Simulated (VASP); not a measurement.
# Sr (Fm-3m) in VASP: further runs, part 2 of 2

VASP 6.6.1. Earlier steps stand in the parts before.

### 3 Single point, PBE-based screened hybrid with 25 % exact exchange

Input file POSCAR:

```
Sr
1.0
    0.0000000000      3.0423500000      3.0423500000
    3.0423500000      0.0000000000      3.0423500000
    3.0423500000      3.0423500000      0.0000000000
Sr
1
Direct
    0.0000000000      0.0000000000      0.0000000000
```

Input file INCAR.step1:

```
ALGO = Normal
EDIFF = 1E-5
ENCUT = 520
GGA = PE
ISIF = 2
ISMEAR = 1
LASPH = True
LCHARG = False
LREAL = False
LWAVE = True
NBANDS = 11
NELM = 80
PREC = Accurate
SIGMA = 0.01
```

Input file INCAR.step2:

```
AEXX = 0.25
ALGO = Normal
EDIFF = 1E-7
ENCUT = 520
GGA = PE
HFSCREEN = 0.3
ISIF = 2
ISMEAR = 1
ISTART = 1
LASPH = True
LCHARG = False
LHFCALC = True
LREAL = False
LWAVE = False
NBANDS = 11
NELM = 80
PREC = Accurate
PRECFOCK = Normal
SIGMA = 0.01
```

Input file KPOINTS:

```
k-points
0
Gamma
  6 6 6
```

Potentials or basis: VASP PAW PBE potentials, release 64 (Sr_sv).

Command:

```bash
> cat potpaw_PBE.64/Sr_sv/POTCAR > POTCAR
> cp INCAR.step1 INCAR
> mpirun -np 1 vasp_std > vasp.out
> cp INCAR.step2 INCAR
> mpirun -np 1 vasp_std > vasp.out
```

OUTCAR:

```text
AEXX = 0.25
   EDIFF = 1E-7
   ENCUT = 520
   GGA = PE
   HFSCREEN = 0.3
   ISIF = 2
   ISMEAR = 1
   ISTART = 1
   LASPH = True
   LHFCALC = True
   LREAL = False
   NELM = 80
   PREC = Accurate
   PRECFOCK = Normal

 ion  position               nearest neighbor table
   1  0.000  0.000  0.000-

  LATTYP: Found a face centered cubic cell.
 ALAT       =     6.0847000000

  Lattice vectors:

 A1 = (   0.0000000000,   3.0423500000,   3.0423500000)
 A2 = (   3.0423500000,   0.0000000000,   3.0423500000)
 A3 = (   3.0423500000,   3.0423500000,   0.0000000000)

Analysis of symmetry for initial positions (statically):
=====================================================================
 Subroutine PRICEL returns:
 Original cell was already a primitive cell.

 Routine SETGRP: Setting up the symmetry group for a
 face centered cubic supercell.

 Subroutine GETGRP returns: Found 48 space group operations
 (whereof 48 operations were pure point group operations)
 out of a pool of 48 trial point group operations.

The static configuration has the point symmetry O_h .

Analysis of symmetry for dynamics (positions and initial velocities):
=====================================================================
 Subroutine PRICEL returns:
 Original cell was already a primitive cell.

 Routine SETGRP: Setting up the symmetry group for a
 face centered cubic supercell.

 Subroutine GETGRP returns: Found 48 space group operations
 (whereof 48 operations were pure point group operations)
 out of a pool of 48 trial point group operations.

The dynamic configuration has the point symmetry O_h .

 Subroutine INISYM returns: Found 48 space group operations
 (whereof 48 operations are pure point group operations),
 and found     1 'primitive' translations

----------------------------------------------------------------------------------------

                                     Primitive cell

  volume of cell :      56.3193

  direct lattice vectors                    reciprocal lattice vectors
     0.000000000  3.042350000  3.042350000    -0.164346640  0.164346640  0.164346640
     3.042350000  0.000000000  3.042350000     0.164346640 -0.164346640  0.164346640
     3.042350000  3.042350000  0.000000000     0.164346640  0.164346640 -0.164346640

  length of vectors
     4.302532631  4.302532631  4.302532631     0.284656730  0.284656730  0.284656730

  position of ions in fractional coordinates (direct lattice)
     0.000000000  0.000000000  0.000000000

  ion indices of the primitive-cell ions
   primitive index   ion index
                 1           1

----------------------------------------------------------------------------------------

 KPOINTS: k-points

Automatic generation of k-mesh.
 Grid dimensions read from file:
 generate k-points for:    6    6    6

 Generating k-lattice:

  Cartesian coordinates                     Fractional coordinates (reciprocal lattice)
    -0.027391107  0.027391107  0.027391107     0.166666667  0.000000000  0.000000000
     0.027391107 -0.027391107  0.027391107     0.000000000  0.166666667  0.000000000
     0.027391107  0.027391107 -0.027391107     0.000000000  0.000000000  0.166666667
[... 33 lines left out ...]
   dimension x,y,z NGX =    32 NGY =   32 NGZ =   32
   dimension x,y,z NGXF=    64 NGYF=   64 NGZF=   64
   ions per type =               1
   NGX,Y,Z   is equivalent  to a cutoff of  12.36, 12.36, 12.36 a.u.
   NGXF,Y,Z  is equivalent  to a cutoff of  24.73, 24.73, 24.73 a.u.
 SYSTEM =  unknown system
   PREC   = accura    normal or accurate (medium, high low for compatibility)
   ISTART =      1    job   : 0-new  1-cont  2-samecut
   ICHARG =      0    charge: 1-file 2-atom 10-const
   ISPIN  =      1    spin polarized calculation?
   LNONCOLLINEAR =      F non collinear calculations
   LSORBIT =      F    spin-orbit coupling
   LASPH  =      T    aspherical Exc in radial PAW
   ENCUT  =  520.0 eV  38.22 Ry    6.18 a.u.   8.00  8.00  8.00*2*pi/ulx,y,z
   NELM   =     80;   NELMIN=  2; NELMDL=  0     # of ELM steps
   EDIFF  = 0.1E-06   stopping-criterion for ELM
   LREAL  =      F    real-space projection
   EDIFFG = 0.1E-05   stopping-criterion for IOM
   NSW    =      0    number of steps for IOM
   IBRION =     -1    ionic relax: 0-MD 1-quasi-New 2-CG
   NFREE  =      0    steps in history (QN), initial steepest desc. (CG)
   ISIF   =      2    stress and relaxation
   ISYM   =      3    0-nonsym 1-usesym 2-fastsym
   POTIM  = 0.5000    time-step for ionic-motion
   TEBEG  =    0.0;   TEEND  =   0.0 temperature during run
   PSTRESS=    0.0 pullay stress
   NELECT =      10.0000    total number of electrons
   NUPDOWN=      -1.0000    fix difference up-down
   EMIN   =  10.00;   EMAX   =-10.00  energy-range for DOS
   EFERMI =   0.00;   METHOD = LEGACY
   ISMEAR =     1;   SIGMA  =   0.01  broadening in eV -4-tet -1-fermi 0-gaus
   EFERMI_NEDOS =   21; number of points for ismear=-14 and -15
   IALGO  =     38    algorithm
   IMIX   =      1    mixing-type and parameters
     AMIX     =   0.40;   BMIX     =  1.00
     AMIX_MAG =   1.60;   BMIX_MAG =  1.00
  volume/ion in A,a.u.               =      56.32       380.06
  Fermi-wavevector in a.u.,A,eV,Ry     =   0.920144  1.738819 11.519569  0.846664
  Thomas-Fermi vector in A             =   2.045416
   LORBIT       =      0    0 simple, 1 ext, 2 COOP (PROOUT), +10 PAW based schemes
   GGA     = PE    functional components
   LHFCALC =     T    Hartree Fock is set to
   PRECFOCK=normal    Normal, Fast or Accurate (Low or Medium for compatibility)
   ENCUT4O =  -1.0   cutoff for four orbital integrals eV
   NKREDX  =     1    reduce k-point grid by
   NKREDY  =     1    reduce k-point grid by
   NKREDZ  =     1    reduce k-point grid by
   AEXX    =    0.2500 exact exchange contribution
   HFSCREEN=    0.3000 screening length (either q_TF or 0.3 A-1)
   HFSCREENC=   0.3000 screening length for correlation (either q_TF or 0.3 A-1)
   ENCUTFOCK=  -1.0 apply spherical cutoff to Coloumb kernel
   IVDW    =     0    specifies the selected vdW correction
   LEPSILON=     F    determine dielectric tensor
   LRPA    =     F    only Hartree local field effects (RPA)
 non-spin polarized calculation
 Methfessel and Paxton  Order N= 1 SIGMA  =   0.01
  energy-cutoff  :      520.00
  volume of cell :       56.32
 maximum number of plane-waves:      1527
  NGX = 24; NGY = 24; NGZ = 24

 number of electron      10.0000000 magnetization

 Free energy of the ion-electron system (eV)
  ---------------------------------------------------
  ext. energy  EPLUGINS =         0.00000000
  ---------------------------------------------------
  free energy    TOTEN  =        -1.58668027 eV

  energy without entropy =       -1.58652000  energy(sigma->0) =       -1.58662685

 E-fermi :   1.5511     XC(G=0):  -6.2926

 val. band max:        1.5467018837   @ k =  -0.3333   0.3333   0.1667
 cond. band min:       1.6246886768   @ k =  -0.3333   0.3333   0.1667
 fundamental gap:      0.0779867931
 Fermi energy:         1.5510681524

 k-point     1 :       0.0000    0.0000    0.0000
  band No.  band energies     occupation
      1     -37.9322      2.00000
      2     -18.5492      2.00000
      3     -18.5492      2.00000
      4     -18.5492      2.00000
      5      -2.5107      2.00000
      6       4.3039      0.00000
      7       4.3039      0.00000
      8       4.3039      0.00000
      9       5.8255      0.00000
     10       5.8255      0.00000
     11       8.9163      0.00000
[... 197 lines left out ...]
 k-point    16 :      -0.3333    0.5000    0.1667
  band No.  band energies     occupation
      1     -37.9146      2.00000
      2     -18.6970      2.00000
      3     -18.6433      2.00000
      4     -18.6187      2.00000
      5       1.4163      2.00000
      6       2.2388      0.00000
      7       2.4329      0.00000
      8       4.5274      0.00000
      9       7.2485      0.00000
     10       7.2878      0.00000
     11       7.3195      0.00000

------------------------ aborting loop because EDIFF is reached ----------------------------------------

  FORCE on cell =-STRESS in cart. coord.  units (eV):
  Direction    XX          YY          ZZ          XY          YZ          ZX
  --------------------------------------------------------------------------------------
  -------------------------------------------------------------------------------------
  Total       -0.0031645     -0.0031645     -0.0031645      0.0000000      0.0000000      0.0000000
  in kB       -0.0900250     -0.0900250     -0.0900250      0.0000000      0.0000000      0.0000000
  external PRESSURE =      -0.0900250 kB  Pullay stress =       0.0000000 kB

 VOLUME and BASIS-vectors are now :
 -----------------------------------------------------------------------------
  energy-cutoff  :      520.00
  volume of cell :       56.32
      direct lattice vectors                 reciprocal lattice vectors
     0.000000000  3.042350000  3.042350000    -0.164346640  0.164346640  0.164346640
     3.042350000  0.000000000  3.042350000     0.164346640 -0.164346640  0.164346640
     3.042350000  3.042350000  0.000000000     0.164346640  0.164346640 -0.164346640

 POSITION                                       TOTAL-FORCE (eV/Angst)
 -----------------------------------------------------------------------------------
      0.00000      0.00000      0.00000         0.000000      0.000000     -0.000000
 -----------------------------------------------------------------------------------
    total drift:                               -0.000000     -0.000000     -0.000000

  FREE ENERGIE OF THE ION-ELECTRON SYSTEM (eV)
  ---------------------------------------------------
  free  energy   TOTEN  =        -1.5866802678 eV

  energy  without entropy=       -1.5865199996  energy(sigma->0) =       -1.58662685
```

OSZICAR.step1:

```text
N       E                     dE             d eps       ncg     rms          rms(c)
DAV:   1     0.359040821937E+02    0.35904E+02   -0.46528E+03   352   0.759E+02
DAV:   2     0.129972882903E-01   -0.35891E+02   -0.35285E+02   416   0.149E+02
DAV:   3    -0.155566266762E+01   -0.15687E+01   -0.15536E+01   493   0.229E+01
DAV:   4    -0.160418593906E+01   -0.48523E-01   -0.48510E-01   457   0.396E+00
DAV:   5    -0.160543543386E+01   -0.12495E-02   -0.12493E-02   473   0.523E-01    0.104E+01
DAV:   6    -0.160666597087E+01   -0.12305E-02   -0.64534E-03   428   0.908E-01    0.583E+00
DAV:   7    -0.160789669144E+01   -0.12307E-02   -0.10769E-02   401   0.117E+00    0.288E-01
DAV:   8    -0.160790885985E+01   -0.12168E-04   -0.12717E-03   538   0.207E-01    0.803E-02
DAV:   9    -0.160792753882E+01   -0.18679E-04   -0.12329E-05   421   0.358E-02    0.283E-02
DAV:  10    -0.160794017510E+01   -0.12636E-04   -0.47982E-06   249   0.184E-02    0.554E-03
DAV:  11    -0.160793968692E+01    0.48818E-06   -0.29480E-07   242   0.400E-03
   1 F= -.16079397E+01 E0= -.16079627E+01  d E =0.689662E-04
```

Run time: 33 min. Hardware: 1 thread of Intel Xeon 8259CL, shared host; peak memory 0.3 GiB.

Results:

| Quantity | Value |
| --- | --- |
| Free energy | -1.5867 eV |
| Pressure | 0.0 GPa |
| Band gap on the k mesh | zero (bands 5 and 6 overlap by 0.08 eV) |

Caveat: the PAW data sets were made with another functional, which shifts forces and pressure a little.

### 4 Single point, PBE

Input file INCAR:

```
SYSTEM = Sr
PREC = Accurate
ENCUT = 520
EDIFF = 1E-7
ISMEAR = 0
SIGMA = 0.05
LREAL = .FALSE.
LASPH = .TRUE.
NELM = 100
ALGO = Normal
ISIF = 2
LWAVE = .FALSE.
LCHARG = .FALSE.
GGA = PE
NBANDS = 11
```

Input file KPOINTS:

```
Automatic mesh
0
G
  6 6 6
  0 0 0
```

POSCAR is that of step 3.

Potentials or basis: VASP PAW PBE potentials, release 64 (Sr_sv).

Command:

```bash
> cat potpaw_PBE.64/Sr_sv/POTCAR > POTCAR
> mpirun -np 1 vasp_std > vasp.out
```

OUTCAR:

```text
SYSTEM = Sr
   PREC = Accurate
   ENCUT = 520
   EDIFF = 1E-7
   ISMEAR = 0
   LREAL = .FALSE.
   LASPH = .TRUE.
   NELM = 100
   ISIF = 2
   GGA = PE

 ion  position               nearest neighbor table
   1  0.000  0.000  0.000-

  LATTYP: Found a face centered cubic cell.
 ALAT       =     6.0847000000

  Lattice vectors:

 A1 = (   0.0000000000,   3.0423500000,   3.0423500000)
 A2 = (   3.0423500000,   0.0000000000,   3.0423500000)
 A3 = (   3.0423500000,   3.0423500000,   0.0000000000)

[... 392 lines left out ...]
     11       6.8068      0.00000

------------------------ aborting loop because EDIFF is reached ----------------------------------------

  FORCE on cell =-STRESS in cart. coord.  units (eV):
  Direction    XX          YY          ZZ          XY          YZ          ZX
  --------------------------------------------------------------------------------------
  -------------------------------------------------------------------------------------
  Total       -0.1038332     -0.1038332     -0.1038332     -0.0000000      0.0000000      0.0000000
  in kB       -2.9538556     -2.9538556     -2.9538556     -0.0000000      0.0000000      0.0000000
  external PRESSURE =      -2.9538556 kB  Pullay stress =       0.0000000 kB

 VOLUME and BASIS-vectors are now :
 -----------------------------------------------------------------------------
  energy-cutoff  :      520.00
  volume of cell :       56.32
      direct lattice vectors                 reciprocal lattice vectors
     0.000000000  3.042350000  3.042350000    -0.164346640  0.164346640  0.164346640
     3.042350000  0.000000000  3.042350000     0.164346640 -0.164346640  0.164346640
     3.042350000  3.042350000  0.000000000     0.164346640  0.164346640 -0.164346640

 POSITION                                       TOTAL-FORCE (eV/Angst)
 -----------------------------------------------------------------------------------
      0.00000      0.00000      0.00000         0.000000      0.000000      0.000000
 -----------------------------------------------------------------------------------
    total drift:                                0.000000      0.000000      0.000000

  FREE ENERGIE OF THE ION-ELECTRON SYSTEM (eV)
  ---------------------------------------------------
  free  energy   TOTEN  =        -1.6111595335 eV

  energy  without entropy=       -1.6053710322  energy(sigma->0) =       -1.60826528
```

OSZICAR:

```text
N       E                     dE             d eps       ncg     rms          rms(c)
DAV:   1     0.359012749206E+02    0.35901E+02   -0.46528E+03   352   0.759E+02
DAV:   2     0.114954215132E-01   -0.35890E+02   -0.35285E+02   416   0.149E+02
DAV:   3    -0.155971013371E+01   -0.15712E+01   -0.15524E+01   493   0.229E+01
DAV:   4    -0.160722988864E+01   -0.47520E-01   -0.47354E-01   457   0.396E+00
DAV:   5    -0.160846622333E+01   -0.12363E-02   -0.12361E-02   473   0.518E-01    0.108E+01
DAV:   6    -0.160994060592E+01   -0.14744E-02   -0.67385E-03   428   0.931E-01    0.609E+00
DAV:   7    -0.161113728416E+01   -0.11967E-02   -0.11541E-02   393   0.122E+00    0.288E-01
DAV:   8    -0.161112653471E+01    0.10749E-04   -0.13523E-03   533   0.216E-01    0.718E-02
DAV:   9    -0.161114734454E+01   -0.20810E-04   -0.28456E-05   445   0.395E-02    0.271E-02
DAV:  10    -0.161116014017E+01   -0.12796E-04   -0.57635E-06   413   0.200E-02    0.460E-03
DAV:  11    -0.161115959816E+01    0.54201E-06   -0.32875E-07   457   0.441E-03    0.225E-03
DAV:  12    -0.161115945295E+01    0.14521E-06   -0.83323E-08   303   0.189E-03    0.147E-03
DAV:  13    -0.161115953353E+01   -0.80587E-07   -0.15533E-08   242   0.890E-04
   1 F= -.16111595E+01 E0= -.16082653E+01  d E =-.578850E-02
```

It took 13 s on 1 thread of Intel Xeon 8259CL, shared host; peak memory 0.17 GiB.

What came out:

```yaml
Free_energy: -1.6112 eV
Pressure: -0.3 GPa
```

The gap in the log of VASP goes by the Fermi energy; the results here count the filled bands.